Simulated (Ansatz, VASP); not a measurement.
## Two plane-wave programs on BaTiO3

```
Ba Ti O
1.0
     2.82737    1.63238    2.31839
    -2.82737    1.63238    2.31839
     0.00000   -3.26476    2.31839
Ba Ti O
1 1 3
Direct
  0.00000 0.00000 0.00000
  0.48450 0.48450 0.48450
  0.50860 0.50860 0.01750
  0.01750 0.50860 0.50860
  0.50860 0.01750 0.50860
```

Alike in both runs: task single point; functional PBEsol; k mesh 6 × 6 × 6; occupations fermi-dirac, width 0.02 eV; no spin polarisation; Hubbard terms Ti d U = 5.0 eV.

|  | VASP | Ansatz |
| --- | --- | --- |
| version | VASP 6.6.1 | Ansatz 0.2.0 |
| potentials or method | VASP PAW PBE potentials, release 64 (Ba_sv, Ti_sv, O), cutoff 600 eV | plane waves, PAW |
| valence electrons in the cell | 40 | 40 |

|  | VASP | Ansatz | Ansatz less VASP |
| --- | --- | --- | --- |
| gap on the k mesh at the Fermi level (eV) | 2.86 | 2.90 | +0.040 |

VASP's potentials were made for PBE, not for PBEsol. The programs project onto different local orbitals, so the same U acts differently, and such runs can settle in different states.

Spin-orbit coupling is off throughout.
